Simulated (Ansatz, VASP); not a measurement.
HfN: VASP beside Ansatz

```xyz
2
Lattice="0.0000 2.2590 2.2590 2.2590 0.0000 2.2590 2.2590 2.2590 0.0000" Properties=species:S:1:pos:R:3 pbc="T T T"
Hf    0.0000    0.0000    0.0000
N     2.2590    2.2060    2.2060
```

Change from the starting cell: all N atoms moved +0.075 Å, as atom 2 towards its neighbour atom 2 (N) at 3.195 Å.

Alike in both runs: task single point; functional PBEsol; k mesh 18 × 18 × 18; occupations gaussian, width 0.15 eV; no spin polarisation.

```csv
,VASP,Ansatz
version,VASP 6.6.1,Ansatz 0.2.0
potentials or method,"VASP PAW PBE potentials, release 64 (Hf_pv, N), cutoff 520 eV","scalar-relativistic, plane waves, PAW"
valence electrons in the cell,15,31
```

VASP gave:

| Quantity | Value |
| --- | --- |
| gap on the k mesh at the Fermi level (eV) | none |
| pressure (GPa) | -4.4 |
| traceless stress, the component that is largest in VASP (GPa) | -0.69 |
| rms of the force components (eV/Å) | 0.499 |

**Question.** Which values does Ansatz return?

**Answer.** gap on the k mesh at the Fermi level (eV): none; pressure (GPa): -2.3; traceless stress, the component that is largest in VASP (GPa): -0.69; rms of the force components (eV/Å): 0.498.

VASP's potentials were made for PBE, not for PBEsol. Atom by atom the forces differ by 0.001 eV/Å (rms over components). A gap of «none» marks a metal or a gap that the smearing closes. VASP's potentials hold 15 valence electrons a cell and Ansatz's 31, so a difference there can come from the potentials and not from the codes.

Neither program's run includes spin-orbit coupling.
